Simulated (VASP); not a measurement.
Runs of VASP 6.6.1 on Sn. The structure is that of space group Im-3m (No. 229), or close to it. The cells are those of the table. This isn't the form of Sn at room conditions, which is tetragonal (white tin).

```tsv
task	level	potentials or basis	cell	cutoff (eV)	gap on the mesh (eV)	pressure (GPa)	relaxed volume (Å³/atom)
single point	LDA	VASP PAW LDA potentials, release 64 (Sn_d)	a = 3.210 Å, angles 109.5°, 1 atom	520	none	0.0	-
single point	PBEsol+D3(BJ)	VASP PAW PBE potentials, release 64 (Sn_d)	a = 3.188 Å, angles 109.5°, 1 atom	520	none	-0.1	-
relaxation of cell and atoms	LDA	VASP PAW LDA potentials, release 64 (Sn_d)	relaxed from a = 3.282 Å, angles 109.5°, 1 atom	600	none	0.0	25.49
relaxation of cell and atoms	PBEsol+D3(BJ)	VASP PAW PBE potentials, release 64 (Sn_d)	relaxed from a = 3.282 Å, angles 109.5°, 1 atom	600	none	0.0	(a)
single point	PBEsol	VASP PAW PBE potentials, release 64 (Sn_d)	a = 3.238 Å, angles 109.5°, 1 atom	520	none	-0.1	-
relaxation of cell and atoms	PBEsol	VASP PAW PBE potentials, release 64 (Sn_d)	relaxed from a = 3.282 Å, angles 109.5°, 1 atom	600	none	0.0	26.12
```

Alike in all rows: no spin polarisation; k mesh 12 × 12 × 12; smearing fermi-dirac 0.15 eV.

Task: Fill in the values left out.

Result: (a) 24.94.

Caveats: spin-orbit coupling is left out, which moves the levels of the heavy elements; the PAW data sets were made with another functional, which shifts forces and pressure a little (at least some runs).

A k mesh can miss the band edges, and the runs leave out spin-orbit coupling on Sn.

A gap of «none» marks levels without a gap at the run's occupations.
